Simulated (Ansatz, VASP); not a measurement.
# One calculation of B5Pt, two programs

```xyz
6
Lattice="5.1363 0.0000 0.0000 -2.5681 4.4481 0.0000 0.0000 0.0000 2.3454" Properties=species:S:1:pos:R:3 pbc="T T T"
B     2.5681    1.4827    1.1727
B     1.9286    0.0000    0.0000
B     1.6038    2.7779    0.0000
B    -0.9643    1.6702    0.0000
B     0.0000    2.9654    1.1727
Pt    0.0000    0.0000    1.1727
```

Change from the starting cell: species swapped into the Mg5Cu type (P-62m, No. 189).

Alike in both runs: functional PBE; k mesh 6 × 6 × 8; occupations gaussian, width 0.1 eV; no spin polarisation.

Ansatz relaxed the structure, and its values are those at the end. VASP's run is a single point on that final structure, the one shown.

```csv
,VASP,Ansatz
version,VASP 6.6.1,Ansatz 0.2.0
potentials or method,"VASP PAW PBE potentials, release 64 (B, Pt_sv_GW), cutoff 570 eV","scalar-relativistic, plane waves, PAW"
valence electrons in the cell,33,33
```

```csv
,VASP,Ansatz,Ansatz less VASP
gap on the k mesh at the Fermi level (eV),none,none,-
pressure (GPa),-0.4,0.1,+0.46
```

A gap of «none» marks a metal or a gap that the smearing closes.

Neither program's run includes spin-orbit coupling.
